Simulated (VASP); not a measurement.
Wanted: the native input for a VASP 6.6.1 run.

* Task: relaxation of cell and atoms
* Functional: r2SCAN
* Potentials or basis: VASP PAW PBE potentials, release 64 (Cu)
* Cutoff: 600 eV
* k mesh: 11 × 11 × 11
* Occupations: fermi-dirac, width 0.05 eV
* Spin: no spin polarisation
* Dipole correction: no
* Further INCAR settings: ALGO = Normal; EDIFF = 1e-06; IBRION = 2; EDIFFG = -0.02; NSW = 80; ISIF = 3

Cu:

```
Cu
1.0
     0.00000    1.80750    1.80750
     1.80750    0.00000    1.80750
     1.80750    1.80750    0.00000
Cu
1
Direct
  0.00000 0.00000 0.00000
```

These files were run (other wordings do the same):

POSCAR

```
Cu
1.0
    0.0000000000      1.8075000000      1.8075000000
    1.8075000000      0.0000000000      1.8075000000
    1.8075000000      1.8075000000      0.0000000000
Cu
1
Direct
    0.0000000000      0.0000000000      0.0000000000
```

INCAR.step1

```
PREC = Accurate
ENCUT = 600
ISMEAR = -1
SIGMA = 0.05
LREAL = False
LASPH = True
NELM = 80
GGA = PE
ALGO = Normal
EDIFF = 1E-4
LWAVE = True
LCHARG = False
```

INCAR.step2

```
PREC = Accurate
ENCUT = 600
EDIFF = 1E-6
ISMEAR = -1
SIGMA = 0.05
LREAL = False
LASPH = True
NELM = 80
ALGO = Normal
ISIF = 3
LWAVE = False
LCHARG = False
METAGGA = R2SCAN
LMIXTAU = True
IBRION = 2
NSW = 80
EDIFFG = -0.02
ISTART = 1
```

KPOINTS

```
Automatic mesh
0
Gamma
  11 11 11
```

Potentials or basis: VASP PAW PBE potentials, release 64 (Cu).

Run with:

```sh
$ cat potpaw_PBE.64/Cu/POTCAR > POTCAR
$ cp INCAR.step1 INCAR
$ mpirun -np 1 vasp_std > vasp.out
$ cp INCAR.step2 INCAR
$ mpirun -np 1 vasp_std > vasp.out
```

It gave:

| Item | Value |
| --- | --- |
| Relaxed volume | 11.47 Å³/atom |
| Relaxed cell | a = 2.531 Å, b = 2.531 Å, c = 2.531 Å, α = 60.00°, β = 60.00°, γ = 60.00° |
| Space group after relaxing (to 0.05 Å) | Fm-3m (No. 225) |
| Energy gained by relaxing | 4.9 meV/atom |
| Ionic steps | 3 |
| Pressure after relaxing | -0.1 GPa |

Caveat: the PAW data sets were made with another functional, which shifts forces and pressure a little.

Wall time 44 s on 1 thread of Intel(R) Xeon(R) Platinum 8559C (Emerald Rapids) (shared host), peak memory 0.14 GiB.
